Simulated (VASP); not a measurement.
Write the native input for VASP 6.6.1 that does the following.

- Task: single point
- Functional: PBEsol
- Potentials or basis: VASP PAW PBE potentials, release 64 (Li_sv, Br)
- Cutoff: 750 eV
- k mesh: 8 × 8 × 8
- Occupations: fermi-dirac, width 0.03 eV
- Spin: no spin polarisation
- Dipole correction: no
- Further INCAR settings: ALGO = Normal; EDIFF = 1e-06; NBANDS = 12

The structure of LiBr lies in POSCAR:

```
LiBr
1.0
    0.0000000000      2.7445000000      2.7445000000
    2.7445000000      0.0000000000      2.7445000000
    2.7445000000      2.7445000000      0.0000000000
Li Br
1 1
Direct
    0.0000000000      0.0000000000      0.0000000000
    0.5000000000      0.5000000000      0.5000000000
```

These files were run (other wordings do the same):

INCAR

```
SYSTEM = LiBr
PREC = Accurate
ENCUT = 750
EDIFF = 1E-6
ISMEAR = -1
SIGMA = 0.03
LREAL = .FALSE.
LASPH = .TRUE.
NELM = 120
ALGO = Normal
ISIF = 2
LWAVE = .FALSE.
LCHARG = .TRUE.
GGA = PS
LELF = .TRUE.
LVHAR = .TRUE.
NBANDS = 12
GGA_COMPAT = .FALSE.
```

KPOINTS

```
regular mesh
0
G
  8 8 8
  0 0 0
```

Potentials or basis: VASP PAW PBE potentials, release 64 (Li_sv, Br).

Launch:

```console
$ cat potpaw_PBE.64/Li_sv/POTCAR potpaw_PBE.64/Br/POTCAR > POTCAR
$ mpirun -np 1 vasp_std > vasp.out
```

It gave:

```yaml
Pressure: -1.1 GPa
Band_gap_on_the_k_mesh: 4.80 eV, direct
```

Caveat: the PAW data sets were made with another functional, which shifts forces and pressure a little.

Run time: 18 s on 1 thread of Intel(R) Xeon(R) Platinum 8259CL CPU @ 2.50GHz (Skylake/Cascade Lake), with other jobs on the host, peak memory 0.21 GiB.
